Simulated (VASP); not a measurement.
# Al2Cu (P-62m) in VASP: further runs, part 3 of 3

VASP 6.6.1. The steps go on from the part before.

## Step 6: Relaxation of cell and atoms, PBE

This run uses another cell than the first one, of 14.76 Å³/atom, 1.006 times its volume.

Input file INCAR:

```
ALGO = Fast
EDIFF = 1E-6
EDIFFG = -0.01
ENCUT = 600
GGA = PE
IBRION = 2
ISIF = 3
ISMEAR = 0
LASPH = True
LCHARG = False
LREAL = False
LWAVE = False
NELM = 60
NSW = 100
PREC = Accurate
SIGMA = 0.1
```

Input file KPOINTS:

```
k-points
0
Gamma
  12 12 8
```

Input file POSCAR:

```
Al2Cu
1.0
    4.8181256429      0.0000000000      0.0000000000
   -2.4090628214      4.1726192053      0.0000000000
    0.0000000000      0.0000000000      4.4047057467
Al Cu
4 2
Direct
    0.0000000000      0.0000000000      0.0000000000
    0.0000000000      0.3442152943      0.5000000000
    0.6557847057      0.6557847057      0.5000000000
    0.3442152943      0.0000000000      0.5000000000
    0.6666666667      0.3333333333      0.0000000000
    0.3333333333      0.6666666667      0.0000000000
```

Potentials or basis: VASP PAW PBE potentials, release 64 (Al, Cu).

Started as:

```bash
> cat potpaw_PBE.64/Al/POTCAR potpaw_PBE.64/Cu/POTCAR > POTCAR
> mpirun -np 1 vasp_std > vasp.out
```

OUTCAR:

```text
EDIFF = 1E-6
   EDIFFG = -0.01
   ENCUT = 600
   GGA = PE
   IBRION = 2
   ISIF = 3
   ISMEAR = 0
   LASPH = True
   LREAL = False
   NELM = 60
   NSW = 100
   PREC = Accurate

 ion  position               nearest neighbor table
   1  0.000  0.000  0.000-   2 2.76   2 2.76   3 2.76   3 2.76   4 2.76   4 2.76   6 2.78   5 2.78
                             6 2.78   5 2.78   5 2.78   6 2.78
   2  0.000  0.344  0.500-   5 2.71   5 2.71   6 2.71   6 2.71   4 2.74   3 2.74   4 2.74   3 2.74
                             1 2.76   1 2.76   3 2.87   4 2.87
   3  0.656  0.656  0.500-   5 2.71   5 2.71   6 2.71   6 2.71   4 2.74   4 2.74   2 2.74   2 2.74
                             1 2.76   1 2.76   2 2.87   4 2.87
   4  0.344  0.000  0.500-   6 2.71   6 2.71   5 2.71   5 2.71   3 2.74   2 2.74   3 2.74   2 2.74
                             1 2.76   1 2.76   2 2.87   3 2.87
   5  0.667  0.333  0.000-   2 2.71   2 2.71   4 2.71   4 2.71   3 2.71   3 2.71   6 2.78   1 2.78
                             6 2.78   1 2.78   1 2.78   6 2.78
   6  0.333  0.667  0.000-   4 2.71   4 2.71   2 2.71   2 2.71   3 2.71   3 2.71   5 2.78   1 2.78
                             5 2.78   1 2.78   1 2.78   5 2.78

  LATTYP: Found a hexagonal cell.
 ALAT       =     4.8181256429
 C/A-ratio  =     0.9141948702

  Lattice vectors:

 A1 = (   4.8181256429,   0.0000000000,   0.0000000000)
 A2 = (  -2.4090628214,   4.1726192053,   0.0000000000)
 A3 = (   0.0000000000,   0.0000000000,   4.4047057467)

Analysis of symmetry for initial positions (statically):
=====================================================================
 Subroutine PRICEL returns:
 Original cell was already a primitive cell.

 Routine SETGRP: Setting up the symmetry group for a
 hexagonal supercell.

 Subroutine GETGRP returns: Found 12 space group operations
 (whereof 12 operations were pure point group operations)
 out of a pool of 24 trial point group operations.

The static configuration has the point symmetry D_3h.

Analysis of symmetry for dynamics (positions and initial velocities):
=====================================================================
 Subroutine PRICEL returns:
 Original cell was already a primitive cell.

 Routine SETGRP: Setting up the symmetry group for a
 hexagonal supercell.

 Subroutine GETGRP returns: Found 12 space group operations
 (whereof 12 operations were pure point group operations)
 out of a pool of 24 trial point group operations.

The dynamic configuration has the point symmetry D_3h.

 Subroutine INISYM returns: Found 12 space group operations
 (whereof 12 operations are pure point group operations),
 and found     1 'primitive' translations

----------------------------------------------------------------------------------------

                                     Primitive cell

  volume of cell :      88.5531

  direct lattice vectors                    reciprocal lattice vectors
     4.818125643  0.000000000  0.000000000     0.207549590  0.119828811  0.000000000
    -2.409062821  4.172619205  0.000000000     0.000000000  0.239657623  0.000000000
     0.000000000  0.000000000  4.404705747     0.000000000  0.000000000  0.227029922

  length of vectors
[... 73 lines left out ...]
   number of dos      NEDOS =    301   number of ions     NIONS =      6
   total plane-waves  NPLWV =  57600
   dimension x,y,z NGX =    40 NGY =   40 NGZ =   36
   dimension x,y,z NGXF=    80 NGYF=   80 NGZF=   72
   ions per type =               4   2
   NGX,Y,Z   is equivalent  to a cutoff of  13.80, 13.80, 13.59 a.u.
   NGXF,Y,Z  is equivalent  to a cutoff of  27.60, 27.60, 27.17 a.u.
 SYSTEM =  unknown system
   PREC   = accura    normal or accurate (medium, high low for compatibility)
   ISTART =      0    job   : 0-new  1-cont  2-samecut
   ICHARG =      2    charge: 1-file 2-atom 10-const
   ISPIN  =      1    spin polarized calculation?
   LNONCOLLINEAR =      F non collinear calculations
   LSORBIT =      F    spin-orbit coupling
   LASPH  =      T    aspherical Exc in radial PAW
   ENCUT  =  600.0 eV  44.10 Ry    6.64 a.u.   9.62  9.62  8.80*2*pi/ulx,y,z
   NELM   =     60;   NELMIN=  2; NELMDL= -5     # of ELM steps
   EDIFF  = 0.1E-05   stopping-criterion for ELM
   LREAL  =      F    real-space projection
   EDIFFG = -.1E-01   stopping-criterion for IOM
   NSW    =    100    number of steps for IOM
   IBRION =      2    ionic relax: 0-MD 1-quasi-New 2-CG
   NFREE  =      1    steps in history (QN), initial steepest desc. (CG)
   ISIF   =      3    stress and relaxation
   ISYM   =      2    0-nonsym 1-usesym 2-fastsym
   POTIM  = 0.5000    time-step for ionic-motion
   TEBEG  =    0.0;   TEEND  =   0.0 temperature during run
   PSTRESS=    0.0 pullay stress
   NELECT =      34.0000    total number of electrons
   NUPDOWN=      -1.0000    fix difference up-down
   EMIN   =  10.00;   EMAX   =-10.00  energy-range for DOS
   EFERMI =   0.00;   METHOD = LEGACY
   ISMEAR =     0;   SIGMA  =   0.10  broadening in eV -4-tet -1-fermi 0-gaus
   EFERMI_NEDOS =   21; number of points for ismear=-14 and -15
   IALGO  =     68    algorithm
   IMIX   =      4    mixing-type and parameters
     AMIX     =   0.40;   BMIX     =  1.00
     AMIX_MAG =   1.60;   BMIX_MAG =  1.00
  volume/ion in A,a.u.               =      14.76        99.60
  Fermi-wavevector in a.u.,A,eV,Ry     =   1.189871  2.248530 19.263033  1.415793
  Thomas-Fermi vector in A             =   2.325969
   LORBIT       =      0    0 simple, 1 ext, 2 COOP (PROOUT), +10 PAW based schemes
   GGA     = PE    functional components
   LHFCALC =     F    Hartree Fock is set to
   AEXX    =    0.0000 exact exchange contribution
   IVDW    =     0    specifies the selected vdW correction
   LEPSILON=     F    determine dielectric tensor
   LRPA    =     F    only Hartree local field effects (RPA)
 conjugate gradient relaxation of ions
 non-spin polarized calculation
 RMM-DIIS sequential band-by-band and
 Gauss-broadening in eV      SIGMA  =   0.10
  energy-cutoff  :      600.00
  volume of cell :       88.55
 maximum number of plane-waves:      3000
 NGX is ok and might be reduce to    40
   NGX = 19   NGY = 19   NGZ = 17

--------------------------------------- Ionic step        1  -------------------------------------------

 number of electron      34.0000007 magnetization

 Free energy of the ion-electron system (eV)
  ---------------------------------------------------
  ext. energy  EPLUGINS =         0.00000000
  ---------------------------------------------------
  free energy    TOTEN  =       -22.55550468 eV

  energy without entropy =      -22.54105733  energy(sigma->0) =      -22.54828101

------------------------ aborting loop because EDIFF is reached ----------------------------------------

  FORCE on cell =-STRESS in cart. coord.  units (eV):
  Direction    XX          YY          ZZ          XY          YZ          ZX
  --------------------------------------------------------------------------------------
  -------------------------------------------------------------------------------------
  Total        0.1716891      0.1716891      0.1837959      0.0000000      0.0000000      0.0000000
  in kB        3.1063445      3.1063445      3.3253896      0.0000000      0.0000000      0.0000000
  external PRESSURE =       3.1793595 kB  Pullay stress =       0.0000000 kB
[... 227 lines left out ...]
--------------------------------------- Ionic step        7  -------------------------------------------

 number of electron      34.0000009 magnetization

 Free energy of the ion-electron system (eV)
  ---------------------------------------------------
  ext. energy  EPLUGINS =         0.00000000
  ---------------------------------------------------
  free energy    TOTEN  =       -22.55607211 eV

  energy without entropy =      -22.54155457  energy(sigma->0) =      -22.54881334

 E-fermi :   8.2234     XC(G=0): -10.9078

 val. band max:        8.2216462874   @ k =   0.3333   0.1667   0.1250
 cond. band min:       8.2273721230   @ k =   0.2500   0.0833   0.1250
 fundamental gap:      0.0057258356
 Fermi energy:         8.2233678705

 k-point     1 :       0.0000    0.0000    0.0000
  band No.  band energies     occupation
      1      -2.8528      2.00000
      2       3.0751      2.00000
      3       3.7440      2.00000
      4       3.7440      2.00000
      5       3.8030      2.00000
      6       4.3336      2.00000
[... 565 lines left out ...]
     20       9.9127      0.00000
     21      10.1409      0.00000

 [... further k-points ...]

------------------------ aborting loop because EDIFF is reached ----------------------------------------

  FORCE on cell =-STRESS in cart. coord.  units (eV):
  Direction    XX          YY          ZZ          XY          YZ          ZX
  --------------------------------------------------------------------------------------
  -------------------------------------------------------------------------------------
  Total       -0.0103952     -0.0103952     -0.0574289     -0.0000000      0.0000000      0.0000000
  in kB       -0.1876277     -0.1876277     -1.0365569     -0.0000000      0.0000000      0.0000000
  external PRESSURE =      -0.4706041 kB  Pullay stress =       0.0000000 kB
[... 21 lines left out ...]
  FREE ENERGIE OF THE ION-ELECTRON SYSTEM (eV)
  ---------------------------------------------------
  free  energy   TOTEN  =       -22.5560721135 eV

  energy  without entropy=      -22.5415545686  energy(sigma->0) =      -22.54881334

 reached required accuracy - stopping structural energy minimisation
```

Wall time 5.4 min (1 thread of Intel Xeon 6975P-C (Granite Rapids), shared host); peak memory 0.37 GiB.

What came out:

```yaml
Free_energy: -22.5561 eV
Relaxed_volume: 14.79 Å³/atom
Relaxed_cell: a = 4.822 Å, b = 4.822 Å, c = 4.408 Å, α = 90.00°, β = 90.00°, γ = 120.00°
Space_group_after_relaxing_to_0.05_Å: P-62m (No. 189)
Energy_gained_by_relaxing: 0.1 meV/atom
Ionic_steps: 7
Pressure_after_relaxing: 0.0 GPa
Band_gap_on_the_k_mesh: zero (band 17 reaches 9.74 eV, above the bottom of band 18 at 6.88 eV)
```

Stress tensor (GPa, compression positive):
```
-0.02  0.00  0.00
 0.00 -0.02  0.00
 0.00  0.00 -0.10
```

Step by step:
```tsv
step	energy change (eV)	largest force (eV/Å)	pressure (GPa)	volume (Å³)
1	0.0000	0.0435	0.32	88.55
2	-0.0003	0.0290	-0.23	88.93
3	-0.0003	0.0329	-0.12	88.83
4	-0.0003	0.0336	0.00	88.81
5	-0.0003	0.0330	-0.08	88.82
6	-0.0005	0.0191	-0.04	88.80
7	-0.0006	0.0002	-0.05	88.77
```

Final structure:
```
Al Cu
1.0
     4.82207    0.00000    0.00000
    -2.41103    4.17603    0.00000
     0.00000    0.00000    4.40809
Al Cu
4 2
Cartesian
  0.0000 0.0000 0.0000
  -0.8329 1.4426 2.2040
  1.5781 2.7334 2.2040
  1.6658 0.0000 2.2040
  2.4110 1.3920 0.0000
  0.0000 2.7840 0.0000
```

Levels at points of the mesh, in eV from the Fermi level:
```
           k point  band 14  band 15  band 16  band 17  band 18  band 19  band 20  band 21
(0.00, 0.00, 0.00)    -2.02    -2.02    -1.40    -1.34    -1.34    -1.26     3.48     4.23
(0.50, 0.00, 0.00)    -2.53    -1.13    -1.06    -0.69     0.11     2.09     2.75     3.43
(0.00, 0.00, 0.50)    -2.13    -0.83    -0.83     0.01     0.01     0.25     0.76     0.76
(0.50, 0.00, 0.50)    -3.12    -2.92    -2.55    -1.36    -0.49     4.11     4.17     5.00
```

## Step 7: Overview

| task | cell | k mesh | cutoff (eV) | gap on the mesh (eV) | pressure (GPa) | relaxed volume (Å³/atom) | largest force (eV/Å) |
| --- | --- | --- | --- | --- | --- | --- | --- |
| single point | a = 4.783, b = 4.783, c = 4.443 Å, angles 90.0, 90.0, 120.0°, 6 atoms | 6 × 6 × 4 | 520 | none | 1.1 | - | 0.46 |
| single point | a = 4.818, b = 4.818, c = 4.405 Å, angles 90.0, 90.0, 120.0°, 6 atoms | 6 × 6 × 4 | 520 | none | 0.2 | - | - |
| relaxation of cell and atoms | relaxed from a = 4.783, b = 4.783, c = 4.443 Å, angles 90.0, 90.0, 120.0°, 6 atoms | 6 × 6 × 4 | 600 | none | 0.0 | 14.78 | - |
| single point | a = 4.830, b = 4.830, c = 4.388 Å, angles 90.0, 90.0, 120.0°, 6 atoms | 12 × 12 × 8 | 520 | none | 0.2 | - | 0.02 |
| relaxation of cell and atoms | relaxed from a = 4.818, b = 4.818, c = 4.405 Å, angles 90.0, 90.0, 120.0°, 6 atoms | 12 × 12 × 8 | 600 | none | 0.0 | 14.79 | - |

Alike in all rows: level PBE; potentials or basis VASP PAW PBE potentials, release 64 (Al, Cu); no spin polarisation; smearing gaussian 0.1 eV.

Total energies depend on the potentials used, so only differences within one code and one set of settings carry meaning.
